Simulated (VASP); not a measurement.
Here is a VASP 6.6.1 calculation.

Contents of INCAR:

```
SYSTEM = LiSi16
ALGO = Normal ; EDIFF = 1E-7
ENCUT = 520 ; GGA = PE
ISIF = 2 ; ISMEAR = -1
ISPIN = 2 ; IVDW = 12
LASPH = .True. ; LCHARG = .True.
LELF = .True. ; LORBIT = 11
LREAL = Auto ; LVHAR = .True.
LWAVE = .False. ; MAGMOM = 0 0 0 0 0 0 0 0 0 0 0 0 0 0 0 0 1
NBANDS = 52 ; NELM = 150
PREC = Accurate ; SIGMA = 0.02
```

File KPOINTS:

```
k-points
0
Gamma
  2 2 2
  0 0 0
```

Contents of POSCAR:

```
LiSi16
1.0
    0.0000000000      5.4300000000      5.4300000000
    5.4300000000      0.0000000000      5.4300000000
    5.4300000000      5.4300000000      0.0000000000
Si Li
16 1
Direct
   -0.0017378118      0.0025139525     -0.0018223050
    0.1216687202      0.1354379383      0.1214686434
   -0.0017648685      0.0024690293      0.5011527971
    0.1289934949      0.1238262717      0.6235970912
    0.0006814204      0.5014275008     -0.0009268865
    0.1225740409      0.6226869351      0.1222462630
   -0.0014597451      0.4986112655      0.5015013529
    0.1224995646      0.6226071042      0.6327738855
    0.5018177184      0.0022192209     -0.0020151313
    0.6236855048      0.1237988911      0.1289949137
    0.4999839550     -0.0000276805      0.5000184936
    0.6236798959      0.1237961546      0.6235280695
    0.5021887362      0.4984277590     -0.0017317033
    0.6345792157      0.6220331963      0.1217192496
    0.5021438080      0.4984005321      0.5012232572
    0.6237516846      0.6289964444      0.6236320099
    0.2513688658      0.7533762848      0.2478722995
```

Potentials or basis: VASP PAW PBE potentials, release 64 (Si, Li_sv).

Launch:

```sh
$ cat potpaw_PBE.64/Si/POTCAR potpaw_PBE.64/Li_sv/POTCAR > POTCAR
$ mpirun -np 1 vasp_std > vasp.out
```

Task: Estimate the dispersion energy per atom.

Result: -0.321 eV.

Task: Estimate the largest force.

Result: 0.101 eV/Å.

Forces in eV/Å, atoms in the order of the input:
```
Si  -0.007  0.018 -0.003
Si  -0.051  0.052 -0.037
Si  -0.020  0.006 -0.002
Si   0.063 -0.061 -0.048
Si   0.002 -0.001  0.008
Si   0.047  0.041  0.057
Si  -0.001 -0.002  0.007
Si  -0.040 -0.046  0.058
Si   0.000  0.001 -0.027
Si  -0.050 -0.053  0.064
Si   0.000  0.000 -0.001
Si   0.053  0.050  0.062
Si   0.015 -0.007 -0.002
Si   0.056 -0.054 -0.035
Si   0.006 -0.017 -0.001
Si  -0.061  0.063 -0.051
Li  -0.013  0.009 -0.047
```

Caveat: the k points lie up to 0.50 Å⁻¹ apart.
